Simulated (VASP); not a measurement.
# SiGe2: single point with r2SCAN

Crystal: SiGe2.

```
Si Ge
1.0
     0.00000    4.21164    0.00000
     4.21164    0.00000    0.00000
     2.10582    2.10582   -6.52383
Si Ge
2 4
Direct
  0.00000 0.00000 0.00000
  0.75000 0.25000 0.50000
  0.41500 0.41500 0.17000
  0.16500 0.66500 0.67000
  0.33500 0.83500 0.33000
  0.58500 0.58500 0.83000
```

```
Program             : VASP 6.6.1
Task                : single point
Functional          : r2SCAN
Potentials or basis : VASP PAW PBE potentials, release 64 (Si, Ge_d)
Cutoff              : 520 eV
k mesh              : 6 × 6 × 6
Occupations         : gaussian, width 0.0197 eV
Spin                : no spin polarisation
```

* Pressure: 8.4 GPa
* Largest force: 1.750 eV/Å
* Band gap on the k mesh: zero (bands 32 and 33 overlap by 0.81 eV)

Forces on the atoms (eV/Å):
```
Si   0.000  0.000  0.000
Si   0.000  0.000  0.000
Ge   0.000  0.000 -1.750
Ge   0.000  0.000 -1.750
Ge   0.000  0.000  1.750
Ge   0.000  0.000  1.750
```

Stress tensor (GPa, compression positive):
```
 4.17  0.00  0.00
 0.00  4.17  0.00
 0.00  0.00 16.84
```

Levels at points of the mesh, in eV from the Fermi level:
| k point | band 29 | band 30 | band 31 | band 32 | band 33 | band 34 | band 35 | band 36 |
| --- | --- | --- | --- | --- | --- | --- | --- | --- |
| (0.00, 0.00, 0.00) | -3.55 | -2.35 | -1.48 | -0.45 | 0.89 | 1.72 | 1.72 | 2.53 |
| (0.50, 0.00, 0.00) | -2.07 | -1.67 | -1.49 | -0.79 | 0.06 | 0.75 | 1.25 | 1.98 |
| (0.50, 0.50, 0.00) | -4.11 | -4.11 | -1.12 | -1.12 | -0.04 | -0.04 | 4.67 | 4.67 |
| (0.00, 0.00, 0.50) | -1.79 | -1.79 | -0.88 | -0.88 | -0.52 | -0.52 | 1.54 | 1.54 |

Wall time 11 min on 1 thread of Intel Xeon 8259CL, on a shared host, peak memory 0.3 GiB.

Caveat: the cell stands under pressure; the PAW data sets were made with another functional, which shifts forces and pressure a little.
